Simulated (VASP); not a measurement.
# CdSe (F-43m) in VASP: notebook

Runs on CdSe. Level: PBE. Tasks: single point.

Program: VASP 6.6.1. These are calculated values, not measurements. Logs are shortened: lines on timing, memory, paths and dates and some standing lists are left out, and cuts for length are marked.

## 1. The cell of the first run

Symmetry: F-43m, No. 216, cubic system. The conventional cell has a = 5.985 Å, b = 5.985 Å, c = 5.985 Å, α = 90.00°, β = 90.00°, γ = 90.00°. Within 3.4 Å of Cd (site symmetry -43m) lie 4 Se at 2.59 Å. Within 3.4 Å of Se (site symmetry -43m) lie 4 Cd at 2.59 Å.

## 2. Single point, PBE

File INCAR:

```
SYSTEM = CdSe
PREC = Accurate ; ENCUT = 500
EDIFF = 1E-6 ; ISMEAR = 0
SIGMA = 0.01 ; LREAL = .FALSE.
LASPH = .TRUE. ; NELM = 120
ALGO = Normal ; ISIF = 2
LWAVE = .FALSE. ; LCHARG = .FALSE.
GGA = PE ; NBANDS = 16
GGA_COMPAT = .FALSE.
```

File KPOINTS:

```
Automatic mesh
0
G
  6 6 6
  0 0 0
```

File POSCAR:

```
CdSe
1.0
    0.0000000000      2.9924320525      2.9924320525
    2.9924320525      0.0000000000      2.9924320525
    2.9924320525      2.9924320525      0.0000000000
Cd Se
1 1
Direct
    0.0000000000      0.0000000000      0.0000000000
    0.2500000000      0.2500000000      0.2500000000
```

Potentials or basis: VASP PAW PBE potentials, release 64 (Cd, Se).

Command:

```sh
$ cat potpaw_PBE.64/Cd/POTCAR potpaw_PBE.64/Se/POTCAR > POTCAR
$ mpirun -np 1 vasp_std > vasp.out
```

OUTCAR:

```text
SYSTEM = CdSe
   PREC = Accurate
   ENCUT = 500
   EDIFF = 1E-6
   ISMEAR = 0
   LREAL = .FALSE.
   LASPH = .TRUE.
   NELM = 120
   ISIF = 2
   GGA = PE

 ion  position               nearest neighbor table
   1  0.000  0.000  0.000-   2 2.59   2 2.59   2 2.59   2 2.59
   2  0.250  0.250  0.250-   1 2.59   1 2.59   1 2.59   1 2.59

  LATTYP: Found a face centered cubic cell.
 ALAT       =     5.9848641050

  Lattice vectors:

 A1 = (   0.0000000000,   2.9924320525,   2.9924320525)
 A2 = (   2.9924320525,   0.0000000000,   2.9924320525)
 A3 = (   2.9924320525,   2.9924320525,   0.0000000000)

Analysis of symmetry for initial positions (statically):
=====================================================================
 Subroutine PRICEL returns:
 Original cell was already a primitive cell.

 Routine SETGRP: Setting up the symmetry group for a
 face centered cubic supercell.

 Subroutine GETGRP returns: Found 24 space group operations
 (whereof 24 operations were pure point group operations)
 out of a pool of 48 trial point group operations.

The static configuration has the point symmetry T_d .

Analysis of symmetry for dynamics (positions and initial velocities):
=====================================================================
 Subroutine PRICEL returns:
 Original cell was already a primitive cell.

 Routine SETGRP: Setting up the symmetry group for a
 face centered cubic supercell.

 Subroutine GETGRP returns: Found 24 space group operations
 (whereof 24 operations were pure point group operations)
 out of a pool of 48 trial point group operations.

The dynamic configuration has the point symmetry T_d .

 Subroutine INISYM returns: Found 24 space group operations
 (whereof 24 operations are pure point group operations),
 and found     1 'primitive' translations

----------------------------------------------------------------------------------------

                                     Primitive cell

  volume of cell :      53.5924

  direct lattice vectors                    reciprocal lattice vectors
     0.000000000  2.992432052  2.992432052    -0.167088172  0.167088172  0.167088172
     2.992432052  0.000000000  2.992432052     0.167088172 -0.167088172  0.167088172
     2.992432052  2.992432052  0.000000000     0.167088172  0.167088172 -0.167088172

  length of vectors
     4.231937993  4.231937993  4.231937993     0.289405202  0.289405202  0.289405202

  position of ions in fractional coordinates (direct lattice)
     0.000000000  0.000000000  0.000000000
     0.250000000  0.250000000  0.250000000

  ion indices of the primitive-cell ions
   primitive index   ion index
                 1           1
                 2           2

----------------------------------------------------------------------------------------

 KPOINTS: Automatic mesh

Automatic generation of k-mesh.
 Grid dimensions read from file:
 generate k-points for:    6    6    6

 Generating k-lattice:

  Cartesian coordinates                     Fractional coordinates (reciprocal lattice)
    -0.027848029  0.027848029  0.027848029     0.166666667  0.000000000  0.000000000
     0.027848029 -0.027848029  0.027848029     0.000000000  0.166666667  0.000000000
     0.027848029  0.027848029 -0.027848029     0.000000000  0.000000000  0.166666667

  Length of vectors
     0.048234200  0.048234200  0.048234200

  Shift w.r.t. Gamma in fractional coordinates (k-lattice)
     0.000000000  0.000000000  0.000000000

 Subroutine IBZKPT returns following result:
 ===========================================

 Found     16 irreducible k-points:

 Following reciprocal coordinates:
            Coordinates               Weight
  0.000000  0.000000  0.000000      1.000000
  0.166667  0.000000  0.000000      8.000000
  0.333333  0.000000  0.000000      8.000000
  0.500000  0.000000  0.000000      4.000000
  0.166667  0.166667  0.000000      6.000000
  0.333333  0.166667  0.000000     24.000000
[... 8 lines left out ...]
 -0.333333  0.333333  0.166667     24.000000
 -0.333333  0.500000  0.166667     12.000000
   k-points           NKPTS =     16   k-points in BZ     NKDIM =     16   number of bands    NBANDS=     16
   number of dos      NEDOS =    301   number of ions     NIONS =      2
   total plane-waves  NPLWV =  32768
   dimension x,y,z NGX =    32 NGY =   32 NGZ =   32
   dimension x,y,z NGXF=    64 NGYF=   64 NGZF=   64
   ions per type =               1   1
   NGX,Y,Z   is equivalent  to a cutoff of  12.57, 12.57, 12.57 a.u.
   NGXF,Y,Z  is equivalent  to a cutoff of  25.14, 25.14, 25.14 a.u.
 SYSTEM =  CdSe
   PREC   = accura    normal or accurate (medium, high low for compatibility)
   ISTART =      0    job   : 0-new  1-cont  2-samecut
   ICHARG =      2    charge: 1-file 2-atom 10-const
   ISPIN  =      1    spin polarized calculation?
   LNONCOLLINEAR =      F non collinear calculations
   LSORBIT =      F    spin-orbit coupling
   LASPH  =      T    aspherical Exc in radial PAW
   ENCUT  =  500.0 eV  36.75 Ry    6.06 a.u.   7.72  7.72  7.72*2*pi/ulx,y,z
   NELM   =    120;   NELMIN=  2; NELMDL= -5     # of ELM steps
   EDIFF  = 0.1E-05   stopping-criterion for ELM
   LREAL  =      F    real-space projection
   EDIFFG = 0.1E-04   stopping-criterion for IOM
   NSW    =      0    number of steps for IOM
   IBRION =     -1    ionic relax: 0-MD 1-quasi-New 2-CG
   NFREE  =      0    steps in history (QN), initial steepest desc. (CG)
   ISIF   =      2    stress and relaxation
   ISYM   =      2    0-nonsym 1-usesym 2-fastsym
   POTIM  = 0.5000    time-step for ionic-motion
   TEBEG  =    0.0;   TEEND  =   0.0 temperature during run
   PSTRESS=    0.0 pullay stress
   NELECT =      18.0000    total number of electrons
   NUPDOWN=      -1.0000    fix difference up-down
   EMIN   =  10.00;   EMAX   =-10.00  energy-range for DOS
   EFERMI =   0.00;   METHOD = LEGACY
   ISMEAR =     0;   SIGMA  =   0.01  broadening in eV -4-tet -1-fermi 0-gaus
   EFERMI_NEDOS =   21; number of points for ismear=-14 and -15
   IALGO  =     38    algorithm
   IMIX   =      4    mixing-type and parameters
     AMIX     =   0.40;   BMIX     =  1.00
     AMIX_MAG =   1.60;   BMIX_MAG =  1.00
  volume/ion in A,a.u.               =      26.80       180.83
  Fermi-wavevector in a.u.,A,eV,Ry     =   1.137971  2.150454 17.619259  1.294979
  Thomas-Fermi vector in A             =   2.274676
   LORBIT       =      0    0 simple, 1 ext, 2 COOP (PROOUT), +10 PAW based schemes
   GGA     = PE    functional components
   LHFCALC =     F    Hartree Fock is set to
   AEXX    =    0.0000 exact exchange contribution
   IVDW    =     0    specifies the selected vdW correction
   LEPSILON=     F    determine dielectric tensor
   LRPA    =     F    only Hartree local field effects (RPA)
 non-spin polarized calculation
 Gauss-broadening in eV      SIGMA  =   0.01
  energy-cutoff  :      500.00
  volume of cell :       53.59
 maximum number of plane-waves:      1380
   NGX = 15   NGY = 15   NGZ = 15

 number of electron      17.9999993 magnetization

 Free energy of the ion-electron system (eV)
  ---------------------------------------------------
  ext. energy  EPLUGINS =         0.00000000
  ---------------------------------------------------
  free energy    TOTEN  =        -5.38457559 eV

  energy without entropy =       -5.38457559  energy(sigma->0) =       -5.38457559

 E-fermi :   1.3887     XC(G=0):  -9.1075

 val. band max:        1.3454513169   @ k =   0.0000   0.0000   0.0000
 cond. band min:       2.0531481271   @ k =   0.0000   0.0000   0.0000
 fundamental gap:      0.7076968102
 Fermi energy:         1.3886673231

 k-point     1 :       0.0000    0.0000    0.0000
  band No.  band energies     occupation
      1     -11.5345      2.00000
      2      -6.7720      2.00000
      3      -6.7720      2.00000
      4      -6.7720      2.00000
      5      -6.3425      2.00000
      6      -6.3425      2.00000
[... 8 lines left out ...]
     15      12.5535      0.00000
     16      12.5535      0.00000

 k-point     2 :       0.1667    0.0000    0.0000
  band No.  band energies     occupation
      1     -11.4317      2.00000
      2      -6.7391      2.00000
      3      -6.7391      2.00000
      4      -6.6793      2.00000
      5      -6.3437      2.00000
      6      -6.3437      2.00000
[... 8 lines left out ...]
     15      11.5322      0.00000
     16      11.9902      0.00000

 k-point     3 :       0.3333    0.0000    0.0000
  band No.  band energies     occupation
      1     -11.2226      2.00000
      2      -6.6845      2.00000
      3      -6.6845      2.00000
      4      -6.3443      2.00000
      5      -6.3313      2.00000
      6      -6.3313      2.00000
[... 8 lines left out ...]
     15      12.0016      0.00000
     16      12.0016      0.00000

 k-point     4 :       0.5000    0.0000    0.0000
  band No.  band energies     occupation
      1     -11.1170      2.00000
      2      -6.6649      2.00000
      3      -6.6649      2.00000
      4      -6.3153      2.00000
      5      -6.3153      2.00000
      6      -6.0085      2.00000
[... 8 lines left out ...]
     15      13.6551      0.00000
     16      13.6551      0.00000
[... 172 lines left out ...]
 k-point    14 :       0.5000    0.3333    0.1667
  band No.  band energies     occupation
      1     -11.0876      2.00000
      2      -6.6054      2.00000
      3      -6.5977      2.00000
      4      -6.4261      2.00000
      5      -6.3126      2.00000
      6      -6.0825      2.00000
[... 8 lines left out ...]
     15      13.7288      0.00000
     16      14.6348      0.00000

 k-point    15 :      -0.3333    0.3333    0.1667
  band No.  band energies     occupation
      1     -11.0198      2.00000
      2      -6.5992      2.00000
      3      -6.5659      2.00000
      4      -6.3801      2.00000
      5      -6.3313      2.00000
      6      -5.8531      2.00000
[... 8 lines left out ...]
     15      13.4313      0.00000
     16      14.5858      0.00000

 k-point    16 :      -0.3333    0.5000    0.1667
  band No.  band energies     occupation
      1     -10.9867      2.00000
      2      -6.5657      2.00000
      3      -6.5324      2.00000
      4      -6.4162      2.00000
      5      -6.3117      2.00000
      6      -5.8223      2.00000
[... 8 lines left out ...]
     15      14.3853      0.00000
     16      14.5045      0.00000

------------------------ aborting loop because EDIFF is reached ----------------------------------------

  FORCE on cell =-STRESS in cart. coord.  units (eV):
  Direction    XX          YY          ZZ          XY          YZ          ZX
  --------------------------------------------------------------------------------------
  -------------------------------------------------------------------------------------
  Total        2.1295001      2.1295001      2.1295001      0.0000000      0.0000000     -0.0000000
  in kB       63.6627446     63.6627446     63.6627446      0.0000000      0.0000000     -0.0000000
  external PRESSURE =      63.6627446 kB  Pullay stress =       0.0000000 kB

 VOLUME and BASIS-vectors are now :
 -----------------------------------------------------------------------------
  energy-cutoff  :      500.00
  volume of cell :       53.59
      direct lattice vectors                 reciprocal lattice vectors
     0.000000000  2.992432052  2.992432052    -0.167088172  0.167088172  0.167088172
     2.992432052  0.000000000  2.992432052     0.167088172 -0.167088172  0.167088172
     2.992432052  2.992432052  0.000000000     0.167088172  0.167088172 -0.167088172

 POSITION                                       TOTAL-FORCE (eV/Angst)
 -----------------------------------------------------------------------------------
      0.00000      0.00000      0.00000        -0.000000     -0.000000     -0.000000
      1.49622      1.49622      1.49622         0.000000      0.000000      0.000000
 -----------------------------------------------------------------------------------
    total drift:                                0.000000      0.000000      0.000000

  FREE ENERGIE OF THE ION-ELECTRON SYSTEM (eV)
  ---------------------------------------------------
  free  energy   TOTEN  =        -5.3845755883 eV

  energy  without entropy=       -5.3845755883  energy(sigma->0) =       -5.38457559
```

Wall time 6.2 s (1 thread of Intel Xeon 6975P-C (Granite Rapids), shared host); peak memory 0.17 GiB.

What came out:

```yaml
Free_energy: -5.3846 eV
Pressure: 6.4 GPa
Band_gap_on_the_k_mesh: 0.71 eV
```

Levels at points of the mesh, in eV from the valence-band top:
```csv
k point,band 5,band 6,band 7,band 8,band 9,band 10,band 11,band 12,band 13,band 14
"(0.00, 0.00, 0.00)",-7.69,-7.69,0.00,0.00,0.00,0.71,5.93,5.93,5.93,9.98
"(0.50, 0.00, 0.00)",-7.66,-7.35,-4.69,-0.82,-0.82,2.45,6.45,6.45,7.55,10.20
"(0.50, 0.50, 0.00)",-7.62,-7.28,-4.31,-2.03,-2.03,3.04,3.79,9.36,10.51,10.51
```

Caveat: the cell stands under pressure.

## 3. Single point, PBE

This run uses another cell than the first one, of 26.08 Å³/atom.

File INCAR:

```
SYSTEM = CdSe
PREC = Accurate
ENCUT = 500
EDIFF = 1E-6
ISMEAR = 0
SIGMA = 0.01
LREAL = .False.
LASPH = .True.
NELM = 120
ALGO = Normal
ISIF = 2
LWAVE = .False.
LCHARG = .False.
GGA = PE
NBANDS = 16
GGA_COMPAT = .False.
```

File KPOINTS:

```
regular mesh
0
Gamma
  6 6 6
  0 0 0
```

File POSCAR:

```
CdSe
1.0
    0.0000000000      2.9654396014      2.9654396014
    2.9654396014      0.0000000000      2.9654396014
    2.9654396014      2.9654396014      0.0000000000
Cd Se
1 1
Direct
    0.0000000000      0.0000000000      0.0000000000
    0.2500000000      0.2500000000      0.2500000000
```

Potentials or basis: VASP PAW PBE potentials, release 64 (Cd, Se).

Command:

```sh
$ cat potpaw_PBE.64/Cd/POTCAR potpaw_PBE.64/Se/POTCAR > POTCAR
$ mpirun -np 1 vasp_std > vasp.out
```

Run time: 6.1 s. Hardware: 1 thread of Intel Xeon 6975P-C (Granite Rapids), shared host; peak memory 0.17 GiB.

Results (log left out):

```
Free energy            : -5.3184 eV
Pressure               : 8.5 GPa
Band gap on the k mesh : 0.76 eV
```

Levels at points of the mesh, in eV from the valence-band top:
```csv
k point,band 7,band 8,band 9,band 10,band 11,band 12
"(0.00, 0.00, 0.00)",0.00,0.00,0.00,0.76,5.92,5.92
"(0.50, 0.00, 0.00)",-4.86,-0.87,-0.87,2.48,6.45,6.45
"(0.50, 0.50, 0.00)",-4.44,-2.13,-2.13,2.98,3.81,9.50
```

Caveat: the cell stands under pressure.

## 4. Single point, PBE

This run uses another cell than the first one, of 27.60 Å³/atom.

File INCAR:

```
SYSTEM = CdSe
  PREC = Accurate
  ENCUT = 500
  EDIFF = 1E-6
  ISMEAR = 0
  SIGMA = 0.01
  LREAL = .False.
  LASPH = .True.
  NELM = 120
  ALGO = Normal
  ISIF = 2
  LWAVE = .False.
  LCHARG = .True.
  GGA = PE
  LELF = .True.
  LVHAR = .True.
  NBANDS = 16
  GGA_COMPAT = .False.
```

KPOINTS is that of step 3.

File POSCAR:

```
CdSe
1.0
    0.0000000000      3.0219287546      3.0219287546
    3.0219287546      0.0000000000      3.0219287546
    3.0219287546      3.0219287546      0.0000000000
Cd Se
1 1
Direct
    0.0000000000      0.0000000000      0.0000000000
    0.2500000000      0.2500000000      0.2500000000
```

Command:

```sh
$ cat potpaw_PBE.64/Cd/POTCAR potpaw_PBE.64/Se/POTCAR > POTCAR
$ mpirun -np 1 vasp_std > vasp.out
```

Wall time 7.2 s (1 thread of Intel Xeon 6975P-C (Granite Rapids), shared host); peak memory 0.17 GiB.

The run converged. Its results:

```yaml
Free_energy: -5.4377 eV
Pressure: 4.4 GPa
Band_gap_on_the_k_mesh: 0.65 eV
```

Levels at points of the mesh, in eV from the valence-band top:
```tsv
k point	band 7	band 8	band 9	band 10	band 11	band 12
(0.00, 0.00, 0.00)	0.00	0.00	0.00	0.65	5.93	5.93
(0.50, 0.00, 0.00)	-4.50	-0.78	-0.78	2.42	6.44	6.44
(0.50, 0.50, 0.00)	-4.17	-1.92	-1.92	3.10	3.77	9.21
```

Caveat: the cell stands under pressure.

(Part 1 of 2 ends here.)
